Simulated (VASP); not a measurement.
# Y2Be (Fd-3m) in VASP: further runs, part 2 of 2

VASP 6.6.1.

## (4) Relaxation of cell and atoms, PBE

The input, INCAR:

```
ALGO = Normal
EDIFF = 1E-7
EDIFFG = -0.04
ENCUT = 600
GGA = PE
IBRION = 2
ISIF = 3
ISMEAR = 0
LASPH = True
LCHARG = False
LREAL = False
LWAVE = False
NELM = 100
NSW = 90
PREC = Accurate
SIGMA = 0.1
```

The input, KPOINTS:

```
k-points
0
Gamma
  4 4 4
```

The input, POSCAR:

```
Y2Be
1.0
    0.0000000000      3.9481502045      3.9481502045
    3.9481502045      0.0000000000      3.9481502045
    3.9481502045      3.9481502045      0.0000000000
Y Be
4 2
Direct
    0.6250000000      0.6250000000      0.6250000000
    0.1250000000      0.6250000000      0.6250000000
    0.6250000000      0.6250000000      0.1250000000
    0.6250000000      0.1250000000      0.6250000000
    0.0000000000      0.0000000000      0.0000000000
    0.2500000000      0.2500000000      0.2500000000
```

Potentials or basis: VASP PAW PBE potentials, release 64 (Y_sv, Be).

The run is started by

```console
$ cat potpaw_PBE.64/Y_sv/POTCAR potpaw_PBE.64/Be/POTCAR > POTCAR
$ mpirun -np 1 vasp_std > vasp.out
```

OUTCAR:

```text
EDIFF = 1E-7
   EDIFFG = -0.04
   ENCUT = 600
   GGA = PE
   IBRION = 2
   ISIF = 3
   ISMEAR = 0
   LASPH = True
   LREAL = False
   NELM = 100
   NSW = 90
   PREC = Accurate

 ion  position               nearest neighbor table
   1  0.625  0.625  0.625-   2 2.79   3 2.79   4 2.79   3 2.79   4 2.79   2 2.79   6 3.27   5 3.27
                             6 3.27   5 3.27   6 3.27   5 3.27
   2  0.125  0.625  0.625-   1 2.79   3 2.79   4 2.79   1 2.79   3 2.79   4 2.79   5 3.27   6 3.27
                             5 3.27   6 3.27   6 3.27   5 3.27
   3  0.625  0.625  0.125-   1 2.79   1 2.79   2 2.79   4 2.79   4 2.79   2 2.79   6 3.27   5 3.27
                             6 3.27   5 3.27   6 3.27   5 3.27
   4  0.625  0.125  0.625-   1 2.79   3 2.79   1 2.79   2 2.79   3 2.79   2 2.79   6 3.27   5 3.27
                             6 3.27   5 3.27   6 3.27   5 3.27
   5  0.000  0.000  0.000-   3 3.27   4 3.27   2 3.27   3 3.27   2 3.27   4 3.27   1 3.27   1 3.27
                             1 3.27   2 3.27   3 3.27   4 3.27
   6  0.250  0.250  0.250-   2 3.27   4 3.27   2 3.27   3 3.27   3 3.27   4 3.27   1 3.27   4 3.27
                             1 3.27   1 3.27   2 3.27   3 3.27

  LATTYP: Found a face centered cubic cell.
 ALAT       =     7.8963004090

  Lattice vectors:

 A1 = (   0.0000000000,   3.9481502045,   3.9481502045)
 A2 = (   3.9481502045,   0.0000000000,   3.9481502045)
 A3 = (   3.9481502045,   3.9481502045,   0.0000000000)

Analysis of symmetry for initial positions (statically):
=====================================================================
 Subroutine PRICEL returns:
 Original cell was already a primitive cell.

 Routine SETGRP: Setting up the symmetry group for a
 face centered cubic supercell.

 Subroutine GETGRP returns: Found 48 space group operations
 (whereof 24 operations were pure point group operations)
 out of a pool of 48 trial point group operations.

The static configuration has the point symmetry T_d .
 The point group associated with its full space group is O_h .

Analysis of symmetry for dynamics (positions and initial velocities):
=====================================================================
 Subroutine PRICEL returns:
 Original cell was already a primitive cell.

 Routine SETGRP: Setting up the symmetry group for a
 face centered cubic supercell.

 Subroutine GETGRP returns: Found 48 space group operations
 (whereof 24 operations were pure point group operations)
 out of a pool of 48 trial point group operations.

The dynamic configuration has the point symmetry T_d .
 The point group associated with its full space group is O_h .

 Subroutine INISYM returns: Found 48 space group operations
 (whereof 24 operations are pure point group operations),
 and found     1 'primitive' translations

----------------------------------------------------------------------------------------

                                     Primitive cell

  volume of cell :     123.0867

  direct lattice vectors                    reciprocal lattice vectors
[... 136 lines left out ...]

 k-point     1 :       0.0000    0.0000    0.0000
  band No.  band energies     occupation
      1     -38.4472      2.00000
      2     -37.7425      2.00000
      3     -37.7425      2.00000
      4     -37.7425      2.00000
      5     -20.6254      2.00000
      6     -19.0593      2.00000
[... 237 lines left out ...]
     27       4.7534      0.00000
     28       4.7534      0.00000

------------------------ aborting loop because EDIFF is reached ----------------------------------------

  FORCE on cell =-STRESS in cart. coord.  units (eV):
  Direction    XX          YY          ZZ          XY          YZ          ZX
  --------------------------------------------------------------------------------------
  -------------------------------------------------------------------------------------
  Total       11.8330266     11.8330266     11.8330266     -0.0000000     -0.0000000      0.0000000
  in kB      154.0264936    154.0264936    154.0264936     -0.0000000     -0.0000000      0.0000000
  external PRESSURE =     154.0264936 kB  Pullay stress =       0.0000000 kB

 VOLUME and BASIS-vectors are now :
 -----------------------------------------------------------------------------
  energy-cutoff  :      600.00
  volume of cell :      123.09
      direct lattice vectors                 reciprocal lattice vectors
     0.000000000  3.948150205  3.948150205    -0.126641585  0.126641585  0.126641585
     3.948150205  0.000000000  3.948150205     0.126641585 -0.126641585  0.126641585
     3.948150205  3.948150205  0.000000000     0.126641585  0.126641585 -0.126641585

 POSITION                                       TOTAL-FORCE (eV/Angst)
 -----------------------------------------------------------------------------------
      4.93519      4.93519      4.93519         0.000000     -0.000000      0.000000
      4.93519      2.96111      2.96111        -0.000000     -0.000000      0.000000
      2.96111      2.96111      4.93519         0.000000     -0.000000      0.000000
      2.96111      4.93519      2.96111        -0.000000     -0.000000      0.000000
      0.00000      0.00000      0.00000        -0.000000     -0.000000     -0.000000
      1.97408      1.97408      1.97408         0.000000      0.000000      0.000000
 -----------------------------------------------------------------------------------
    total drift:                                0.000000     -0.000000     -0.000000

  FREE ENERGIE OF THE ION-ELECTRON SYSTEM (eV)
  ---------------------------------------------------
  free  energy   TOTEN  =       -25.7529286496 eV

  energy  without entropy=      -25.7315732019  energy(sigma->0) =      -25.74225093

--------------------------------------- Ionic step        2  -------------------------------------------

 number of electron      48.0000000 magnetization

 Free energy of the ion-electron system (eV)
  ---------------------------------------------------
  ext. energy  EPLUGINS =         0.00000000
  ---------------------------------------------------
  free energy    TOTEN  =       -27.23584085 eV

  energy without entropy =      -27.20683588  energy(sigma->0) =      -27.22133837

 E-fermi :   2.6547     XC(G=0):  -9.1776

 val. band max:        2.4834128269   @ k =   0.5000   0.5000   0.0000
 cond. band min:       2.6569408057   @ k =   0.2500   0.2500   0.0000
 fundamental gap:      0.1735279787
 Fermi energy:         2.6546814230

 k-point     1 :       0.0000    0.0000    0.0000
  band No.  band energies     occupation
      1     -40.0249      2.00000
      2     -39.7498      2.00000
      3     -39.7498      2.00000
      4     -39.7498      2.00000
      5     -21.1393      2.00000
      6     -20.3723      2.00000
[... 237 lines left out ...]
     27       3.2622      0.00000
     28       3.2622      0.00000

------------------------ aborting loop because EDIFF is reached ----------------------------------------

  FORCE on cell =-STRESS in cart. coord.  units (eV):
  Direction    XX          YY          ZZ          XY          YZ          ZX
  --------------------------------------------------------------------------------------
  -------------------------------------------------------------------------------------
  Total        0.0073659      0.0073659      0.0073659      0.0000000      0.0000000      0.0000000
  in kB        0.0729981      0.0729981      0.0729981      0.0000000      0.0000000      0.0000000
  external PRESSURE =       0.0729981 kB  Pullay stress =       0.0000000 kB

 VOLUME and BASIS-vectors are now :
 -----------------------------------------------------------------------------
  energy-cutoff  :      600.00
  volume of cell :      161.67
      direct lattice vectors                 reciprocal lattice vectors
    -0.000000000  4.323788146  4.323788146    -0.115639338  0.115639338  0.115639338
     4.323788146 -0.000000000  4.323788146     0.115639338 -0.115639338  0.115639338
     4.323788146  4.323788146  0.000000000     0.115639338  0.115639338 -0.115639338

 POSITION                                       TOTAL-FORCE (eV/Angst)
 -----------------------------------------------------------------------------------
      5.40474      5.40474      5.40474        -0.000000     -0.000000      0.000000
      5.40474      3.24284      3.24284        -0.000000     -0.000000      0.000000
      3.24284      3.24284      5.40474        -0.000000     -0.000000      0.000000
      3.24284      5.40474      3.24284        -0.000000     -0.000000      0.000000
      8.64758      8.64758      8.64758        -0.000000      0.000000      0.000000
      2.16189      2.16189      2.16189         0.000000     -0.000000     -0.000000
 -----------------------------------------------------------------------------------
    total drift:                                0.000000     -0.000000     -0.000000

  FREE ENERGIE OF THE ION-ELECTRON SYSTEM (eV)
  ---------------------------------------------------
  free  energy   TOTEN  =       -27.2358408510 eV

  energy  without entropy=      -27.2068358832  energy(sigma->0) =      -27.22133837

 reached required accuracy - stopping structural energy minimisation
```

OSZICAR:

```text
N       E                     dE             d eps       ncg     rms          rms(c)
DAV:   1     0.303002413928E+03    0.30300E+03   -0.26652E+04   448   0.187E+03
DAV:   2     0.717190616604E+01   -0.29583E+03   -0.28941E+03   488   0.432E+02
DAV:   3    -0.234879942739E+02   -0.30660E+02   -0.29008E+02   784   0.831E+01
[... 23 lines left out ...]
DAV:  11    -0.272358412768E+02   -0.32278E-05   -0.38596E-05   548   0.255E-02    0.189E-02
DAV:  12    -0.272358421634E+02   -0.88663E-06   -0.34016E-06   536   0.759E-03    0.181E-02
DAV:  13    -0.272358413587E+02    0.80472E-06   -0.47397E-07   464   0.373E-03    0.104E-02
DAV:  14    -0.272358409443E+02    0.41445E-06   -0.11254E-07   296   0.256E-03    0.655E-03
DAV:  15    -0.272358408510E+02    0.93222E-07   -0.39023E-08   284   0.120E-03
   2 F= -.27235841E+02 E0= -.27221338E+02  d E =-.148291E+01
```

CONTCAR:

```text
Y2Be
   1.00000000000000
    -0.0000000000000000    4.3237881455583942    4.3237881455583942
     4.3237881455583942   -0.0000000000000000    4.3237881455583942
     4.3237881455583942    4.3237881455583942    0.0000000000000000
  Y               Be
     4     2
Direct
     0.6250000000000000    0.6250000000000000    0.6250000000000000
     0.1250000000000000    0.6250000000000000    0.6250000000000000
     0.6250000000000000    0.6250000000000000    0.1250000000000000
     0.6250000000000000    0.1250000000000000    0.6250000000000000
     1.0000000000000000    1.0000000000000000    1.0000000000000000
     0.2500000000000000    0.2500000000000000    0.2500000000000000

  0.00000000E+00  0.00000000E+00  0.00000000E+00
  0.00000000E+00  0.00000000E+00  0.00000000E+00
  0.00000000E+00  0.00000000E+00  0.00000000E+00
  0.00000000E+00  0.00000000E+00  0.00000000E+00
  0.00000000E+00  0.00000000E+00  0.00000000E+00
  0.00000000E+00  0.00000000E+00  0.00000000E+00
```

Wall time 62 s (1 thread of Intel Xeon 6975P-C (Granite Rapids), shared host); peak memory 0.34 GiB.

What came out:

* Free energy: -27.2358 eV
* Relaxed volume: 26.94 Å³/atom
* Relaxed cell: a = 6.115 Å, b = 6.115 Å, c = 6.115 Å, α = 60.00°, β = 60.00°, γ = 60.00°
* Space group after relaxing (to 0.05 Å): Fd-3m (No. 227)
* Energy gained by relaxing: 247.2 meV/atom
* Ionic steps: 2
* Pressure after relaxing: 0.0 GPa
* Band gap on the k mesh: zero (band 24 reaches 2.77 eV, above the bottom of band 25 at 2.46 eV)

Step by step:
```tsv
step	energy change (eV)	largest force (eV/Å)	pressure (GPa)	volume (Å³)
1	0.0000	0.0000	15.40	123.09
2	-1.4829	0.0000	0.01	161.67
```

Final structure:
```
Y Be
1.0
     0.00000    4.32379    4.32379
     4.32379    0.00000    4.32379
     4.32379    4.32379    0.00000
Y Be
4 2
Direct
  0.62500 0.62500 0.62500
  0.12500 0.62500 0.62500
  0.62500 0.62500 0.12500
  0.62500 0.12500 0.62500
  0.00000 0.00000 0.00000
  0.25000 0.25000 0.25000
```

Caveat: the volume moved by over 15 % at a fixed basis, so the end points are rough.

## (5) Single point, PBE

This run uses another cell than the first one, of 27.03 Å³/atom, 1.317 times its volume.

The input, INCAR:

```
SYSTEM = Y2Be
PREC = Accurate
ENCUT = 520
EDIFF = 1E-6
ISMEAR = 0
SIGMA = 0.1
LREAL = .False.
LASPH = .True.
NELM = 100
ALGO = Fast
ISIF = 2
LWAVE = .False.
LCHARG = .False.
GGA = PE
NBANDS = 33
```

The input, KPOINTS:

```
Automatic mesh
0
Gamma
  8 8 8
  0 0 0
```

The input, POSCAR:

```
Y2Be
1.0
    0.0000000000      4.3280898219      4.3280898219
    4.3280898219      0.0000000000      4.3280898219
    4.3280898219      4.3280898219      0.0000000000
Y Be
4 2
Direct
    0.1250000000      0.1250000000      0.1250000000
    0.6250000000      0.1250000000      0.1250000000
    0.1250000000      0.1250000000      0.6250000000
    0.1250000000      0.6250000000      0.1250000000
    0.5000000000      0.5000000000      0.5000000000
    0.7500000000      0.7500000000      0.7500000000
```

The run is started by

```console
$ cat potpaw_PBE.64/Y_sv/POTCAR potpaw_PBE.64/Be/POTCAR > POTCAR
$ mpirun -np 1 vasp_std > vasp.out
```

Wall time 3.5 min (1 thread of Intel Xeon 6975P-C (Granite Rapids), shared host); peak memory 0.41 GiB.

The run converged. Its results:

- Free energy: -27.2208 eV
- Pressure: -0.1 GPa
- Band gap on the k mesh: zero (band 24 reaches 2.81 eV, above the bottom of band 25 at 2.35 eV)

Levels at points of the mesh, in eV from the Fermi level:
| k point | band 20 | band 21 | band 22 | band 23 | band 24 | band 25 | band 26 | band 27 | band 28 | band 29 |
| --- | --- | --- | --- | --- | --- | --- | --- | --- | --- | --- |
| (0.00, 0.00, 0.00) | -1.57 | -1.57 | -0.97 | -0.97 | -0.97 | -0.20 | 0.35 | 0.35 | 1.23 | 1.23 |
| (0.50, 0.00, 0.00) | -1.00 | -0.64 | -0.64 | -0.58 | -0.58 | 0.28 | 0.28 | 1.00 | 1.02 | 1.72 |
| (0.50, 0.50, 0.00) | -1.34 | -1.09 | -1.09 | -0.18 | -0.18 | 0.00 | 0.00 | 0.88 | 0.88 | 1.78 |

## (6) The runs side by side

| task | cell | k mesh | cutoff (eV) | gap on the mesh (eV) | pressure (GPa) |
| --- | --- | --- | --- | --- | --- |
| single point | a = 5.584 Å, angles 60.0°, 6 atoms | 4 × 4 × 4 | 520 | none | 15.4 |
| single point | a = 6.106 Å, angles 60.0°, 6 atoms | 4 × 4 × 4 | 520 | none | 0.2 |
| relaxation of cell and atoms | relaxed from a = 5.584 Å, angles 60.0°, 6 atoms | 4 × 4 × 4 | 600 | none | 0.0 |
| single point | a = 6.121 Å, angles 60.0°, 6 atoms | 8 × 8 × 8 | 520 | none | -0.1 |

Alike in all rows: level PBE; potentials or basis VASP PAW PBE potentials, release 64 (Y_sv, Be); no spin polarisation; smearing gaussian 0.1 eV.

Caveats: the volume moved by over 15 % at a fixed basis, so the end points are rough (some runs).

Absolute energies hang on the potentials; compare differences alone.
